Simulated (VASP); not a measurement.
# As (R-3m) in VASP: single point with PBE

Aim: the single point of As with PBE.

Program: VASP 6.6.1. These are calculated values, not measurements. Logs are shortened: lines on timing, memory, paths and dates and some standing lists are left out, and cuts for length are marked.

**1. The cell of the first run**

The structure is trigonal, space group R-3m (No. 166). The conventional cell has a = 3.808 Å, b = 3.808 Å, c = 10.855 Å, α = 90.00°, β = 90.00°, γ = 120.00°. Within 3.4 Å of As (site symmetry 3m) lie 6 As at 2.55 to 3.20 Å.

**2. Single point, PBE**

The input, INCAR:

```
SYSTEM = As
ALGO = Normal ; EDIFF = 1E-6
ENCUT = 600 ; GGA = PE
GGA_COMPAT = .False. ; ISIF = 2
ISMEAR = 0 ; LASPH = .True.
LCHARG = .False. ; LREAL = .False.
LWAVE = .False. ; NBANDS = 22
NELM = 120 ; PREC = Accurate
SIGMA = 0.1
```

The input, KPOINTS:

```
k-points
0
Gamma
  16 16 16
  0 0 0
```

The input, POSCAR:

```
As
1.0
    1.9039945502      1.0992717661      3.6183669900
   -1.9039945502      1.0992717661      3.6183669900
    0.0000000000     -2.1985435322      3.6183669900
As
2
Direct
    0.7739360962      0.7739360962      0.7739360962
    0.2260639038      0.2260639038      0.2260639038
```

Potentials or basis: VASP PAW PBE potentials, release 64 (As_d).

Command:

```sh
cat potpaw_PBE.64/As_d/POTCAR > POTCAR
mpirun -np 1 vasp_std > vasp.out
```

OUTCAR:

```text
SYSTEM = As
   EDIFF = 1E-6
   ENCUT = 600
   GGA = PE
   ISIF = 2
   ISMEAR = 0
   LASPH = .True.
   LREAL = .False.
   NELM = 120
   PREC = Accurate

 ion  position               nearest neighbor table
   1  0.774  0.774  0.774-   2 2.55   2 2.55   2 2.55
   2  0.226  0.226  0.226-   1 2.55   1 2.55   1 2.55

  LATTYP: Found a trigonal (rhomboedric) cell.
 ALAT       =     4.2339311918
 COS(alpha) =     0.5955416497

  Lattice vectors:

 A1 = (   1.9039945502,   1.0992717661,   3.6183669900)
 A2 = (  -1.9039945502,   1.0992717661,   3.6183669900)
 A3 = (   0.0000000000,  -2.1985435322,   3.6183669900)

Analysis of symmetry for initial positions (statically):
=====================================================================
 Subroutine PRICEL returns:
 Original cell was already a primitive cell.

 Routine SETGRP: Setting up the symmetry group for a
 trigonal (rhombohedral) supercell.

 Subroutine GETGRP returns: Found 12 space group operations
 (whereof 12 operations were pure point group operations)
 out of a pool of 12 trial point group operations.

The static configuration has the point symmetry D_3d.

Analysis of symmetry for dynamics (positions and initial velocities):
=====================================================================
 Subroutine PRICEL returns:
 Original cell was already a primitive cell.

 Routine SETGRP: Setting up the symmetry group for a
 trigonal (rhombohedral) supercell.

 Subroutine GETGRP returns: Found 12 space group operations
 (whereof 12 operations were pure point group operations)
 out of a pool of 12 trial point group operations.

The dynamic configuration has the point symmetry D_3d.

 Subroutine INISYM returns: Found 12 space group operations
 (whereof 12 operations are pure point group operations),
 and found     1 'primitive' translations

----------------------------------------------------------------------------------------

                                     Primitive cell

  volume of cell :      45.4396

  direct lattice vectors                    reciprocal lattice vectors
     1.903994550  1.099271766  3.618366990     0.262605794  0.151615526  0.092122589
    -1.903994550  1.099271766  3.618366990    -0.262605794  0.151615526  0.092122589
     0.000000000 -2.198543532  3.618366990     0.000000000 -0.303231051  0.092122589

  length of vectors
     4.233931192  4.233931192  4.233931192     0.316915828  0.316915828  0.316915828

  position of ions in fractional coordinates (direct lattice)
     0.773936096  0.773936096  0.773936096
     0.226063904  0.226063904  0.226063904

  ion indices of the primitive-cell ions
   primitive index   ion index
                 1           1
                 2           2

----------------------------------------------------------------------------------------

 KPOINTS: k-points

Automatic generation of k-mesh.
 Grid dimensions read from file:
 generate k-points for:   16   16   16

 Generating k-lattice:

  Cartesian coordinates                     Fractional coordinates (reciprocal lattice)
     0.016412862  0.009475970  0.005757662     0.062500000  0.000000000  0.000000000
    -0.016412862  0.009475970  0.005757662     0.000000000  0.062500000  0.000000000
     0.000000000 -0.018951941  0.005757662     0.000000000  0.000000000  0.062500000

  Length of vectors
     0.019807239  0.019807239  0.019807239

  Shift w.r.t. Gamma in fractional coordinates (k-lattice)
     0.000000000  0.000000000  0.000000000

 Subroutine IBZKPT returns following result:
 ===========================================

 Found    417 irreducible k-points:

 Following reciprocal coordinates:
            Coordinates               Weight
  0.000000  0.000000  0.000000      1.000000
  0.062500 -0.000000  0.000000      6.000000
  0.125000 -0.000000  0.000000      6.000000
  0.187500 -0.000000  0.000000      6.000000
  0.250000 -0.000000  0.000000      6.000000
  0.312500 -0.000000  0.000000      6.000000
[... 16 lines left out ...]
 -0.125000  0.062500 -0.000000     12.000000
 -0.062500  0.062500  0.000000      6.000000
 [... further k-points ...]
   k-points           NKPTS =    417   k-points in BZ     NKDIM =    417   number of bands    NBANDS=     22
   number of dos      NEDOS =    301   number of ions     NIONS =      2
   total plane-waves  NPLWV =  46656
   dimension x,y,z NGX =    36 NGY =   36 NGZ =   36
   dimension x,y,z NGXF=    72 NGYF=   72 NGZF=   72
   ions per type =               2
   NGX,Y,Z   is equivalent  to a cutoff of  14.14, 14.14, 14.14 a.u.
   NGXF,Y,Z  is equivalent  to a cutoff of  28.27, 28.27, 28.27 a.u.
 SYSTEM =  As
   PREC   = accura    normal or accurate (medium, high low for compatibility)
   ISTART =      0    job   : 0-new  1-cont  2-samecut
   ICHARG =      2    charge: 1-file 2-atom 10-const
   ISPIN  =      1    spin polarized calculation?
   LNONCOLLINEAR =      F non collinear calculations
   LSORBIT =      F    spin-orbit coupling
   LASPH  =      T    aspherical Exc in radial PAW
   ENCUT  =  600.0 eV  44.10 Ry    6.64 a.u.   8.46  8.46  8.46*2*pi/ulx,y,z
   NELM   =    120;   NELMIN=  2; NELMDL= -5     # of ELM steps
   EDIFF  = 0.1E-05   stopping-criterion for ELM
   LREAL  =      F    real-space projection
   EDIFFG = 0.1E-04   stopping-criterion for IOM
   NSW    =      0    number of steps for IOM
   IBRION =     -1    ionic relax: 0-MD 1-quasi-New 2-CG
   NFREE  =      0    steps in history (QN), initial steepest desc. (CG)
   ISIF   =      2    stress and relaxation
   ISYM   =      2    0-nonsym 1-usesym 2-fastsym
   POTIM  = 0.5000    time-step for ionic-motion
   TEBEG  =    0.0;   TEEND  =   0.0 temperature during run
   PSTRESS=    0.0 pullay stress
   NELECT =      30.0000    total number of electrons
   NUPDOWN=      -1.0000    fix difference up-down
   EMIN   =  10.00;   EMAX   =-10.00  energy-range for DOS
   EFERMI =   0.00;   METHOD = LEGACY
   ISMEAR =     0;   SIGMA  =   0.10  broadening in eV -4-tet -1-fermi 0-gaus
   EFERMI_NEDOS =   21; number of points for ismear=-14 and -15
   IALGO  =     38    algorithm
   IMIX   =      4    mixing-type and parameters
     AMIX     =   0.40;   BMIX     =  1.00
     AMIX_MAG =   1.60;   BMIX_MAG =  1.00
  volume/ion in A,a.u.               =      22.72       153.32
  Fermi-wavevector in a.u.,A,eV,Ry     =   1.425510  2.693824 27.648123  2.032080
  Thomas-Fermi vector in A             =   2.545887
   LORBIT       =      0    0 simple, 1 ext, 2 COOP (PROOUT), +10 PAW based schemes
   GGA     = PE    functional components
   LHFCALC =     F    Hartree Fock is set to
   AEXX    =    0.0000 exact exchange contribution
   IVDW    =     0    specifies the selected vdW correction
   LEPSILON=     F    determine dielectric tensor
   LRPA    =     F    only Hartree local field effects (RPA)
 non-spin polarized calculation
 Gauss-broadening in eV      SIGMA  =   0.10
  energy-cutoff  :      600.00
  volume of cell :       45.44
 maximum number of plane-waves:      1560
 NGX is ok and might be reduce to    36
   NGX = 17   NGY = 17   NGZ = 17

 number of electron      29.9999999 magnetization

 Free energy of the ion-electron system (eV)
  ---------------------------------------------------
  ext. energy  EPLUGINS =         0.00000000
  ---------------------------------------------------
  free energy    TOTEN  =        -9.35904534 eV

  energy without entropy =       -9.35804713  energy(sigma->0) =       -9.35854623

 E-fermi :   3.4275     XC(G=0): -10.3799

 val. band max:        3.4160396977   @ k =   0.4375   0.3125   0.3125
 cond. band min:       3.4755617508   @ k =   0.3750   0.2500   0.2500
 fundamental gap:      0.0595220531
 Fermi energy:         3.4274681768

 k-point     1 :       0.0000    0.0000    0.0000
  band No.  band energies     occupation
      1     -32.9037      2.00000
      2     -32.9037      2.00000
      3     -32.8652      2.00000
      4     -32.8652      2.00000
      5     -32.8331      2.00000
      6     -32.8050      2.00000
[... 14 lines left out ...]
     21      10.6861      0.00000
     22      12.0239      0.00000

 k-point     2 :       0.0625   -0.0000    0.0000
  band No.  band energies     occupation
      1     -32.9034      2.00000
      2     -32.9027      2.00000
      3     -32.8648      2.00000
      4     -32.8644      2.00000
      5     -32.8330      2.00000
      6     -32.8055      2.00000
[... 14 lines left out ...]
     21      10.3482      0.00000
     22      12.3158      0.00000

 k-point     3 :       0.1250   -0.0000    0.0000
  band No.  band energies     occupation
      1     -32.9025      2.00000
      2     -32.8998      2.00000
      3     -32.8638      2.00000
      4     -32.8622      2.00000
      5     -32.8325      2.00000
      6     -32.8069      2.00000
[... 14 lines left out ...]
     21      10.2560      0.00000
     22      13.0714      0.00000

 k-point     4 :       0.1875   -0.0000    0.0000
  band No.  band energies     occupation
      1     -32.9011      2.00000
      2     -32.8951      2.00000
      3     -32.8621      2.00000
      4     -32.8588      2.00000
      5     -32.8316      2.00000
      6     -32.8091      2.00000
[... 14 lines left out ...]
     21      10.5558      0.00000
     22      14.0929      0.00000

 k-point     5 :       0.2500   -0.0000    0.0000
  band No.  band energies     occupation
      1     -32.8993      2.00000
      2     -32.8890      2.00000
      3     -32.8599      2.00000
      4     -32.8543      2.00000
      5     -32.8306      2.00000
      6     -32.8122      2.00000
[... 417 lines left out ...]
 k-point    22 :      -0.1875    0.0625   -0.0000
  band No.  band energies     occupation
      1     -32.9012      2.00000
      2     -32.8908      2.00000
      3     -32.8610      2.00000
      4     -32.8564      2.00000
      5     -32.8309      2.00000
      6     -32.8114      2.00000
[... 14 lines left out ...]
     21      11.2166      0.00000
     22      13.7652      0.00000

 k-point    23 :      -0.1250    0.0625   -0.0000
  band No.  band energies     occupation
      1     -32.9025      2.00000
      2     -32.8964      2.00000
      3     -32.8629      2.00000
      4     -32.8602      2.00000
      5     -32.8320      2.00000
      6     -32.8085      2.00000
[... 14 lines left out ...]
     21      10.7793      0.00000
     22      12.8099      0.00000

 k-point    24 :      -0.0625    0.0625    0.0000
  band No.  band energies     occupation
      1     -32.9032      2.00000
      2     -32.9004      2.00000
      3     -32.8642      2.00000
      4     -32.8630      2.00000
      5     -32.8327      2.00000
      6     -32.8065      2.00000
[... 14 lines left out ...]
     21      10.6249      0.00000
     22      12.2994      0.00000

 [... further k-points ...]

------------------------ aborting loop because EDIFF is reached ----------------------------------------

  FORCE on cell =-STRESS in cart. coord.  units (eV):
  Direction    XX          YY          ZZ          XY          YZ          ZX
  --------------------------------------------------------------------------------------
  -------------------------------------------------------------------------------------
  Total        0.0207817      0.0207817      0.0189134      0.0000000      0.0000000      0.0000000
  in kB        0.7327512      0.7327512      0.6668762      0.0000000      0.0000000      0.0000000
  external PRESSURE =       0.7107929 kB  Pullay stress =       0.0000000 kB

 VOLUME and BASIS-vectors are now :
 -----------------------------------------------------------------------------
  energy-cutoff  :      600.00
  volume of cell :       45.44
      direct lattice vectors                 reciprocal lattice vectors
     1.903994550  1.099271766  3.618366990     0.262605794  0.151615526  0.092122589
    -1.903994550  1.099271766  3.618366990    -0.262605794  0.151615526  0.092122589
     0.000000000 -2.198543532  3.618366990     0.000000000 -0.303231051  0.092122589

 POSITION                                       TOTAL-FORCE (eV/Angst)
 -----------------------------------------------------------------------------------
      0.00000      0.00000      8.40115         0.000000     -0.000000     -0.014116
      0.00000      0.00000      2.45395         0.000000      0.000000      0.014116
 -----------------------------------------------------------------------------------
    total drift:                                0.000000      0.000000      0.000000

  FREE ENERGIE OF THE ION-ELECTRON SYSTEM (eV)
  ---------------------------------------------------
  free  energy   TOTEN  =        -9.3590453409 eV

  energy  without entropy=       -9.3580471278  energy(sigma->0) =       -9.35854623
```

Wall time 3 min (1 thread of Intel Xeon 6975P-C (Granite Rapids), shared host); peak memory 0.5 GiB.

Results:

```
Free energy            : -9.3590 eV
Pressure               : 0.1 GPa
Largest force          : 0.014 eV/Å
Band gap on the k mesh : zero (bands 15 and 16 overlap by 0.52 eV)
```

Forces on the atoms (eV/Å):
```
As   0.000  0.000 -0.014
As   0.000  0.000  0.014
```
